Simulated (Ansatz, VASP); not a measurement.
H6C3O2: VASP beside Ansatz

```
C O H
1.0
     7.79697    0.00000    0.00000
     0.00000    7.79697    0.00000
     0.00000    0.00000    7.79697
C O H
9 6 18
Direct
  0.76654 0.43930 0.59124
  0.25624 0.33277 0.59869
  0.81227 0.49325 0.10234
  0.45018 0.00312 0.95964
  0.38664 0.14295 0.08081
  0.96560 0.90761 0.03413
  0.93953 0.02993 0.88388
  0.10541 0.73681 0.49905
  0.27789 0.82820 0.48832
  0.84814 0.43916 0.71709
  0.68494 0.43976 0.46531
  0.34975 0.39424 0.69862
  0.16329 0.27014 0.49872
  0.67374 0.53927 0.06770
  0.95095 0.44711 0.13673
  0.57182 0.94784 0.00375
  0.35759 0.89752 0.94908
  0.47217 0.05346 0.82979
  0.26255 0.19523 0.03931
  0.36935 0.09370 0.21162
  0.47676 0.25089 0.08725
  0.04956 0.96413 0.13191
  0.84315 0.87623 0.09627
  0.02488 0.78670 0.99231
  0.85269 0.97589 0.78697
  0.88440 0.15200 0.92693
  0.06141 0.05915 0.81965
  0.00949 0.79818 0.41623
  0.11588 0.60264 0.45724
  0.05514 0.73787 0.63062
  0.37115 0.77367 0.57870
  0.33311 0.81877 0.35901
  0.26365 0.96492 0.51847
```

Alike in both runs: functional PBE; dispersion D3(BJ); k mesh 1 × 1 × 1; occupations fermi-dirac, width 0.05 eV; no spin polarisation.

Ansatz relaxed the structure, and its values are those at the end. VASP's run is a single point on that final structure, the one shown.

|  | VASP | Ansatz |
| --- | --- | --- |
| version | VASP 6.6.1 | Ansatz 0.2.0 |
| potentials or method | VASP PAW PBE potentials, release 64 (C, O, H), cutoff 520 eV | scalar-relativistic, plane waves, PAW |
| valence electrons in the cell | 90 | 90 |

```csv
,VASP,Ansatz,Ansatz less VASP
gap on the k mesh at the Fermi level (eV),6.16,6.18,+0.029
rms of the force components (eV/Å),0.155,0.011,-0.1447
```

One of these differences is far larger than is usual between the two programs; its cause wasn't traced. Ansatz's warnings: xc potential rough in thin density.

Noted on VASP's run: the standard files for N, O and F lose accuracy on very short bonds.
